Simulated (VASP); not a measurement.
Sr: single point with r2SCAN+D3(BJ)

The system is Sr.

```
Sr
1.0
    -2.43500    2.43500    2.43500
     2.43500   -2.43500    2.43500
     2.43500    2.43500   -2.43500
Sr
1
Direct
  0.00000 0.00000 0.00000
```

This isn't the form of Sr at room conditions, which is fcc.

```
Program             : VASP 6.6.1
Task                : single point
Functional          : r2SCAN
Dispersion          : D3(BJ)
Potentials or basis : VASP PAW PBE potentials, release 64 (Sr_sv)
Cutoff              : 520 eV
k mesh              : 8 × 8 × 8
Occupations         : fermi-dirac, width 0.025 eV
Spin                : non-collinear spin, zero start, spin-orbit coupling
Starting moments    : [[0.0, 0.0, 0.0]] μB
```

```
Pressure                                              : -0.7 GPa
Net moment                                            : 0.00 μB per cell
Valence electrons inside the program's atomic spheres : Sr 8.00
Dispersion energy per atom                            : -0.087 eV
```

Moments on the atoms (μB; x, y, z):
```
Sr  0.00 0.00 0.00
```

Run time: 7.6 min on 1 thread of AMD EPYC 7R13 Processor (Zen 3), on a shared host, peak memory 0.36 GiB.

Caveat: three body term missing; the PAW data sets were made with another functional, which shifts forces and pressure a little.
